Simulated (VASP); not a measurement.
# Ti (P6/mmm) in VASP: further runs

The runs below take Ti through single point, relaxation of cell and atoms, with LDA.

Program: VASP 6.6.1. These are calculated values, not measurements. Logs are shortened: lines on timing, memory, paths and dates and some standing lists are left out, and cuts for length are marked.

## Step 1: The cell of the first run

It takes space group P6/mmm (No. 191, hexagonal). Conventional cell: a = 4.283 Å, b = 4.283 Å, c = 2.681 Å, α = 90.00°, β = 90.00°, γ = 120.00°. Ti (site symmetry 6/mmm) has 14 Ti at 2.68 to 2.81 Å within 3.5 Å. Ti (site symmetry -6m2) has 11 Ti at 2.47 to 2.81 Å within 3.3 Å.

## Step 2: Single point, LDA

File INCAR:

```
SYSTEM = Ti
ALGO = Normal
EDIFF = 1E-6
ENCUT = 520
GGA = CA
ISIF = 2
ISMEAR = -1
LASPH = .True.
LCHARG = .False.
LREAL = .False.
LWAVE = .False.
NBANDS = 25
NELM = 80
PREC = Accurate
SIGMA = 0.05
```

File KPOINTS:

```
k-points
0
Gamma
  9 9 12
  0 0 0
```

File POSCAR:

```
Ti
1.0
    4.2828436623      0.0000000000      0.0000000000
   -2.1414218312      3.7090514120      0.0000000000
    0.0000000000      0.0000000000      2.6806078464
Ti
3
Direct
    0.0000000000      0.0000000000      0.0000000000
    0.3333333333      0.6666666667      0.5000000000
    0.6666666667      0.3333333333      0.5000000000
```

Potentials or basis: VASP PAW LDA potentials, release 64 (Ti_sv).

Launch:

```sh
$ cat potpaw_LDA.64/Ti_sv/POTCAR > POTCAR
$ mpirun -np 1 vasp_std > vasp.out
```

OUTCAR:

```text
SYSTEM = Ti
   EDIFF = 1E-6
   ENCUT = 520
   GGA = CA
   ISIF = 2
   ISMEAR = -1
   LASPH = .True.
   LREAL = .False.
   NELM = 80
   PREC = Accurate

 ion  position               nearest neighbor table
   1  0.000  0.000  0.000-   2 2.81   3 2.81   2 2.81   3 2.81   3 2.81   3 2.81   2 2.81   2 2.81
                             3 2.81   3 2.81   2 2.81   2 2.81
   2  0.333  0.667  0.500-   3 2.47   3 2.47   3 2.47   1 2.81   1 2.81   1 2.81   1 2.81   1 2.81
                             1 2.81
   3  0.667  0.333  0.500-   2 2.47   2 2.47   2 2.47   1 2.81   1 2.81   1 2.81   1 2.81   1 2.81
                             1 2.81

  LATTYP: Found a hexagonal cell.
 ALAT       =     4.2828436623
 C/A-ratio  =     0.6258943958

  Lattice vectors:

 A1 = (   4.2828436623,   0.0000000000,   0.0000000000)
 A2 = (  -2.1414218312,   3.7090514120,   0.0000000000)
 A3 = (   0.0000000000,   0.0000000000,   2.6806078464)

Analysis of symmetry for initial positions (statically):
=====================================================================
 Subroutine PRICEL returns:
 Original cell was already a primitive cell.

 Routine SETGRP: Setting up the symmetry group for a
 hexagonal supercell.

 Subroutine GETGRP returns: Found 24 space group operations
 (whereof 24 operations were pure point group operations)
 out of a pool of 24 trial point group operations.

The static configuration has the point symmetry D_6h.

Analysis of symmetry for dynamics (positions and initial velocities):
=====================================================================
 Subroutine PRICEL returns:
 Original cell was already a primitive cell.

 Routine SETGRP: Setting up the symmetry group for a
 hexagonal supercell.

 Subroutine GETGRP returns: Found 24 space group operations
 (whereof 24 operations were pure point group operations)
 out of a pool of 24 trial point group operations.

The dynamic configuration has the point symmetry D_6h.

 Subroutine INISYM returns: Found 24 space group operations
 (whereof 24 operations are pure point group operations),
 and found     1 'primitive' translations

----------------------------------------------------------------------------------------

                                     Primitive cell

  volume of cell :      42.5822

  direct lattice vectors                    reciprocal lattice vectors
     4.282843662  0.000000000  0.000000000     0.233489728  0.134805357  0.000000000
    -2.141421831  3.709051412  0.000000000     0.000000000  0.269610714  0.000000000
[... 80 lines left out ...]
   ICHARG =      2    charge: 1-file 2-atom 10-const
   ISPIN  =      1    spin polarized calculation?
   LNONCOLLINEAR =      F non collinear calculations
   LSORBIT =      F    spin-orbit coupling
   LASPH  =      T    aspherical Exc in radial PAW
   ENCUT  =  520.0 eV  38.22 Ry    6.18 a.u.   7.96  7.96  4.98*2*pi/ulx,y,z
   NELM   =     80;   NELMIN=  2; NELMDL= -5     # of ELM steps
   EDIFF  = 0.1E-05   stopping-criterion for ELM
   LREAL  =      F    real-space projection
   EDIFFG = 0.1E-04   stopping-criterion for IOM
   NSW    =      0    number of steps for IOM
   IBRION =     -1    ionic relax: 0-MD 1-quasi-New 2-CG
   NFREE  =      0    steps in history (QN), initial steepest desc. (CG)
   ISIF   =      2    stress and relaxation
   ISYM   =      2    0-nonsym 1-usesym 2-fastsym
   POTIM  = 0.5000    time-step for ionic-motion
   TEBEG  =    0.0;   TEEND  =   0.0 temperature during run
   PSTRESS=    0.0 pullay stress
   NELECT =      36.0000    total number of electrons
   NUPDOWN=      -1.0000    fix difference up-down
   EMIN   =  10.00;   EMAX   =-10.00  energy-range for DOS
   EFERMI =   0.00;   METHOD = LEGACY
   ISMEAR =    -1;   SIGMA  =   0.05  broadening in eV -4-tet -1-fermi 0-gaus
   EFERMI_NEDOS =   21; number of points for ismear=-14 and -15
   IALGO  =     38    algorithm
   IMIX   =      4    mixing-type and parameters
     AMIX     =   0.40;   BMIX     =  1.00
     AMIX_MAG =   1.60;   BMIX_MAG =  1.00
  volume/ion in A,a.u.               =      14.19        95.79
  Fermi-wavevector in a.u.,A,eV,Ry     =   1.547983  2.925264 32.602983  2.396252
  Thomas-Fermi vector in A             =   2.652998
   LORBIT       =      0    0 simple, 1 ext, 2 COOP (PROOUT), +10 PAW based schemes
   GGA     = CA    functional components
   LHFCALC =     F    Hartree Fock is set to
   AEXX    =    0.0000 exact exchange contribution
   IVDW    =     0    specifies the selected vdW correction
   LEPSILON=     F    determine dielectric tensor
   LRPA    =     F    only Hartree local field effects (RPA)
 non-spin polarized calculation
  energy-cutoff  :      520.00
  volume of cell :       42.58
 maximum number of plane-waves:      1170
 NGX is ok and might be reduce to    32
   NGX = 15   NGY = 15   NGZ =  9

 number of electron      35.9999999 magnetization

 Free energy of the ion-electron system (eV)
  ---------------------------------------------------
  ext. energy  EPLUGINS =         0.00000000
  ---------------------------------------------------
  free energy    TOTEN  =       -25.49318685 eV

  energy without entropy =      -25.47091307  energy(sigma->0) =      -25.48204996

 E-fermi :  10.2845     XC(G=0): -12.7848

 val. band max:       10.2748515858   @ k =   0.3333   0.1111   0.0000
 cond. band min:      10.2902762199   @ k =   0.4444   0.1111   0.2500
 fundamental gap:      0.0154246341
 Fermi energy:        10.2845121973

 k-point     1 :       0.0000    0.0000    0.0000
  band No.  band energies     occupation
      1     -45.6148      2.00000
      2     -45.3130      2.00000
      3     -45.0228      2.00000
      4     -22.4206      2.00000
      5     -22.4206      2.00000
      6     -22.3730      2.00000
[... 661 lines left out ...]
     24      12.5025      0.00000
     25      13.7740      0.00000

 [... further k-points ...]
[... 5 lines left out ...]
  --------------------------------------------------------------------------------------
  -------------------------------------------------------------------------------------
  Total        4.4517734      4.4517734      4.4434044     -0.0000000     -0.0000000      0.0000000
  in kB      167.5001783    167.5001783    167.1852903     -0.0000000     -0.0000000      0.0000000
  external PRESSURE =     167.3952156 kB  Pullay stress =       0.0000000 kB

 VOLUME and BASIS-vectors are now :
 -----------------------------------------------------------------------------
  energy-cutoff  :      520.00
  volume of cell :       42.58
      direct lattice vectors                 reciprocal lattice vectors
     4.282843662  0.000000000  0.000000000     0.233489728  0.134805357  0.000000000
    -2.141421831  3.709051412  0.000000000     0.000000000  0.269610714  0.000000000
     0.000000000  0.000000000  2.680607846     0.000000000  0.000000000  0.373049718

 POSITION                                       TOTAL-FORCE (eV/Angst)
 -----------------------------------------------------------------------------------
      0.00000      0.00000      0.00000        -0.000000      0.000000      0.000000
     -0.00000      2.47270      1.34030        -0.000000     -0.000000     -0.000000
      2.14142      1.23635      1.34030         0.000000      0.000000      0.000000
 -----------------------------------------------------------------------------------
    total drift:                               -0.000000      0.000000      0.000000

  FREE ENERGIE OF THE ION-ELECTRON SYSTEM (eV)
  ---------------------------------------------------
  free  energy   TOTEN  =       -25.4931868529 eV

  energy  without entropy=      -25.4709130666  energy(sigma->0) =      -25.48204996
```

stdout:

```text
POSCAR found type information on POSCAR Ti
 POSCAR found :  1 types and       3 ions
 scaLAPACK will be used
 LDA part: xc-table for (Slater(with rela. corr.)+CA(PZ))
 , standard interpolation
 POSCAR, INCAR and KPOINTS ok, starting setup
 FFT: planning ... GRIDC
 FFT: planning ... GRID_SOFT
 FFT: planning ... GRID
 WAVECAR not read
 entering main loop
```

Run time: 30 s. Hardware: 1 thread of Intel Xeon 6975P-C (Granite Rapids), shared host; peak memory 0.18 GiB.

What came out:

```yaml
Free_energy: -25.4932 eV
Pressure: 16.7 GPa
Band_gap_on_the_k_mesh: zero (band 18 reaches 10.63 eV, above the bottom of band 19 at 10.09 eV)
```

## Step 3: Single point, LDA

File INCAR:

```
ALGO     = Normal         # electronic algorithm
EDIFF    = 1E-7           # SCF threshold, eV
ENCUT    = 520            # plane-wave cutoff, eV
ISIF     = 2              # what is computed and relaxed
ISMEAR   = -1             # smearing method
LASPH    = T              # aspherical terms in the spheres
LCHARG   = T              # write CHGCAR
LELF     = T              # ELF
LREAL    = F              # projectors in reciprocal space
LVHAR    = T            
LWAVE    = F              # write WAVECAR
NBANDS   = 25             # bands
NELM     = 60             # most SCF steps
PREC     = Accurate       # precision mode
SIGMA    = 0.05           # smearing width, eV
```

File KPOINTS:

```
k-points
0
Gamma
  9 9 12
```

File POSCAR:

```
Ti
1.0
    4.2829071914      0.0000000000      0.0000000000
   -2.1414535957      3.7091064297      0.0000000000
    0.0000000000      0.0000000000      2.6809013744
Ti
3
Direct
    0.0000000000      0.0000000000      0.0000000000
    0.3333333333      0.6666666667      0.5000000000
    0.6666666667      0.3333333333      0.5000000000
```

Potentials or basis: VASP PAW LDA potentials, release 64 (Ti_sv).

Launch:

```sh
$ cat potpaw_LDA.64/Ti_sv/POTCAR > POTCAR
$ mpirun -np 1 vasp_std > vasp.out
```

OUTCAR:

```text
EDIFF = 1E-7
   ENCUT = 520
   ISIF = 2
   ISMEAR = -1
   LASPH = T
   LREAL = F
   NELM = 60
   PREC = Accurate

 ion  position               nearest neighbor table
   1  0.000  0.000  0.000-   2 2.81   3 2.81   2 2.81   3 2.81   2 2.81   2 2.81   3 2.81   3 2.81
                             3 2.81   3 2.81   2 2.81   2 2.81
   2  0.333  0.667  0.500-   3 2.47   3 2.47   3 2.47   1 2.81   1 2.81   1 2.81   1 2.81   1 2.81
                             1 2.81
   3  0.667  0.333  0.500-   2 2.47   2 2.47   2 2.47   1 2.81   1 2.81   1 2.81   1 2.81   1 2.81
                             1 2.81

  LATTYP: Found a hexagonal cell.
 ALAT       =     4.2829071914
 C/A-ratio  =     0.6259536466

  Lattice vectors:

 A1 = (   4.2829071914,   0.0000000000,   0.0000000000)
 A2 = (  -2.1414535957,   3.7091064297,   0.0000000000)
 A3 = (   0.0000000000,   0.0000000000,   2.6809013744)

Analysis of symmetry for initial positions (statically):
=====================================================================
 Subroutine PRICEL returns:
 Original cell was already a primitive cell.

 Routine SETGRP: Setting up the symmetry group for a
 hexagonal supercell.

 Subroutine GETGRP returns: Found 24 space group operations
 (whereof 24 operations were pure point group operations)
 out of a pool of 24 trial point group operations.

The static configuration has the point symmetry D_6h.

Analysis of symmetry for dynamics (positions and initial velocities):
=====================================================================
 Subroutine PRICEL returns:
 Original cell was already a primitive cell.

 Routine SETGRP: Setting up the symmetry group for a
 hexagonal supercell.

 Subroutine GETGRP returns: Found 24 space group operations
 (whereof 24 operations were pure point group operations)
 out of a pool of 24 trial point group operations.

The dynamic configuration has the point symmetry D_6h.
[... 110 lines left out ...]
   TEBEG  =    0.0;   TEEND  =   0.0 temperature during run
   PSTRESS=    0.0 pullay stress
   NELECT =      36.0000    total number of electrons
   NUPDOWN=      -1.0000    fix difference up-down
   EMIN   =  10.00;   EMAX   =-10.00  energy-range for DOS
   EFERMI =   0.00;   METHOD = LEGACY
   ISMEAR =    -1;   SIGMA  =   0.05  broadening in eV -4-tet -1-fermi 0-gaus
   EFERMI_NEDOS =   21; number of points for ismear=-14 and -15
   IALGO  =     38    algorithm
   IMIX   =      4    mixing-type and parameters
     AMIX     =   0.40;   BMIX     =  1.00
     AMIX_MAG =   1.60;   BMIX_MAG =  1.00
  volume/ion in A,a.u.               =      14.20        95.80
  Fermi-wavevector in a.u.,A,eV,Ry     =   1.547911  2.925128 32.599958  2.396029
  Thomas-Fermi vector in A             =   2.652937
   LORBIT       =      0    0 simple, 1 ext, 2 COOP (PROOUT), +10 PAW based schemes
   GGA     = CA    functional components
   LHFCALC =     F    Hartree Fock is set to
   AEXX    =    0.0000 exact exchange contribution
   IVDW    =     0    specifies the selected vdW correction
   LEPSILON=     F    determine dielectric tensor
   LRPA    =     F    only Hartree local field effects (RPA)
 non-spin polarized calculation
  energy-cutoff  :      520.00
  volume of cell :       42.59
 maximum number of plane-waves:      1170
 NGX is ok and might be reduce to    32
   NGX = 15   NGY = 15   NGZ =  9

 number of electron      35.9999999 magnetization

 Free energy of the ion-electron system (eV)
  ---------------------------------------------------
  ext. energy  EPLUGINS =         0.00000000
  ---------------------------------------------------
  free energy    TOTEN  =       -25.49380690 eV

  energy without entropy =      -25.47153779  energy(sigma->0) =      -25.48267234

 E-fermi :  10.2829     XC(G=0): -12.7841

 val. band max:       10.2735333702   @ k =   0.3333   0.1111   0.0000
 cond. band min:      10.2883915365   @ k =   0.4444   0.1111   0.2500
 fundamental gap:      0.0148581663
 Fermi energy:        10.2829228387

 k-point     1 :       0.0000    0.0000    0.0000
  band No.  band energies     occupation
      1     -45.6168      2.00000
      2     -45.3150      2.00000
      3     -45.0247      2.00000
      4     -22.4225      2.00000
      5     -22.4225      2.00000
      6     -22.3750      2.00000
[... 661 lines left out ...]
     24      12.4999      0.00000
     25      13.7717      0.00000

 [... further k-points ...]
[... 5 lines left out ...]
  --------------------------------------------------------------------------------------
  -------------------------------------------------------------------------------------
  Total        4.4446131      4.4446131      4.4305099      0.0000000      0.0000000      0.0000000
  in kB      167.2074973    167.2074973    166.6769301      0.0000000      0.0000000      0.0000000
  external PRESSURE =     167.0306416 kB  Pullay stress =       0.0000000 kB

 VOLUME and BASIS-vectors are now :
 -----------------------------------------------------------------------------
  energy-cutoff  :      520.00
  volume of cell :       42.59
      direct lattice vectors                 reciprocal lattice vectors
     4.282907191  0.000000000  0.000000000     0.233486264  0.134803357  0.000000000
    -2.141453596  3.709106430  0.000000000     0.000000000  0.269606715  0.000000000
     0.000000000  0.000000000  2.680901374     0.000000000  0.000000000  0.373008873

 POSITION                                       TOTAL-FORCE (eV/Angst)
 -----------------------------------------------------------------------------------
      0.00000      0.00000      0.00000         0.000000      0.000000      0.000000
     -0.00000      2.47274      1.34045        -0.000000      0.000000      0.000000
      2.14145      1.23637      1.34045         0.000000      0.000000      0.000000
 -----------------------------------------------------------------------------------
    total drift:                               -0.000000      0.000000      0.000000

  FREE ENERGIE OF THE ION-ELECTRON SYSTEM (eV)
  ---------------------------------------------------
  free  energy   TOTEN  =       -25.4938068970 eV

  energy  without entropy=      -25.4715377918  energy(sigma->0) =      -25.48267234
```

stdout:

```text
POSCAR found type information on POSCAR Ti
 POSCAR found :  1 types and       3 ions
 scaLAPACK will be used
 LDA part: xc-table for (Slater(with rela. corr.)+CA(PZ))
 , standard interpolation
 POSCAR, INCAR and KPOINTS ok, starting setup
 FFT: planning ... GRIDC
 FFT: planning ... GRID_SOFT
 FFT: planning ... GRID
 WAVECAR not read
 entering main loop
```

It took 33 s on 1 thread of Intel Xeon 6975P-C (Granite Rapids), shared host; peak memory 0.18 GiB.

Results:

* Free energy: -25.4938 eV
* Pressure: 16.7 GPa
* Band gap on the k mesh: zero (band 18 reaches 10.63 eV, above the bottom of band 19 at 10.09 eV)

Levels at points of the mesh, in eV from the Fermi level:
```
           k point  band 16  band 17  band 18  band 19  band 20  band 21
(0.00, 0.00, 0.00)    -0.68    -0.57    -0.57     0.05     0.82     1.50
(0.00, 0.00, 0.50)    -2.09    -2.09    -1.59     1.24     1.24     1.53
```

## Step 4: Relaxation of cell and atoms, LDA, target pressure 17 GPa, at which the enthalpy is minimised

File INCAR:

```
PREC = Accurate ; ENCUT = 600
EDIFF = 1E-6 ; ISMEAR = -1
SIGMA = 0.05 ; LREAL = False
LASPH = True ; NELM = 100
ALGO = Normal ; ISIF = 3
LWAVE = False ; LCHARG = False
GGA = CA ; IBRION = 2
NSW = 32 ; EDIFFG = -0.005
PSTRESS = 170.0
```

File KPOINTS:

```
Automatic mesh
0
Gamma
  9 9 12
```

File POSCAR:

```
Ti
1.0
    4.2828436623      0.0000000000      0.0000000000
   -2.1414218312      3.7090514120      0.0000000000
    0.0000000000      0.0000000000      2.6806078464
Ti
3
Direct
    0.0000000000      0.0000000000      0.0000000000
    0.3333333333      0.6666666667      0.5000000000
    0.6666666667      0.3333333333      0.5000000000
```

Launch:

```sh
$ cat potpaw_LDA.64/Ti_sv/POTCAR > POTCAR
$ mpirun -np 1 vasp_std > vasp.out
```

Wall time 2.7 min (1 thread of AMD EPYC 9R45 (Zen 5), shared host); peak memory 0.18 GiB.

It converged, with:

```yaml
Free_energy: -25.4851 eV
Relaxed_volume: 14.17 Å³/atom
Relaxed_cell: a = 4.281 Å, b = 4.281 Å, c = 2.679 Å, α = 90.00°, β = 90.00°, γ = 120.00°
Space_group_after_relaxing_to_0.05_Å: P6/mmm (No. 191)
Energy_change_on_relaxing_the_enthalpy_is_what_falls: +2.3 meV/atom
Ionic_steps: 3
Pressure_after_relaxing: 17.0 GPa
Band_gap_on_the_k_mesh: zero (band 18 reaches 10.65 eV, above the bottom of band 19 at 10.11 eV)
```

The path:
```csv
step,energy change (eV),largest force (eV/Å),pressure (GPa),volume (Å³)
1,0.0000,0.0000,16.73,42.58
2,0.0154,0.0000,17.32,42.44
3,0.0070,0.0000,17.02,42.52
```

Final structure:
```
CELL_PARAMETERS angstrom
4.28072 0.00000 0.00000
-2.14036 3.70721 0.00000
0.00000 0.00000 2.67910
ATOMIC_POSITIONS crystal
Ti 0.00000 0.00000 0.00000
Ti 0.33333 0.66667 0.50000
Ti 0.66667 0.33333 0.50000
```

Levels at points of the mesh, in eV from the Fermi level:
| k point | band 15 | band 16 | band 17 | band 18 | band 19 | band 20 | band 21 | band 22 |
| --- | --- | --- | --- | --- | --- | --- | --- | --- |
| (0.00, 0.00, 0.00) | -0.68 | -0.68 | -0.57 | -0.57 | 0.05 | 0.82 | 1.50 | 1.50 |
| (0.00, 0.00, 0.50) | -2.12 | -2.10 | -2.10 | -1.58 | 1.25 | 1.25 | 1.54 | 1.54 |

Caveat: the cell is relaxed towards a set pressure, so the enthalpy falls and the energy may rise.
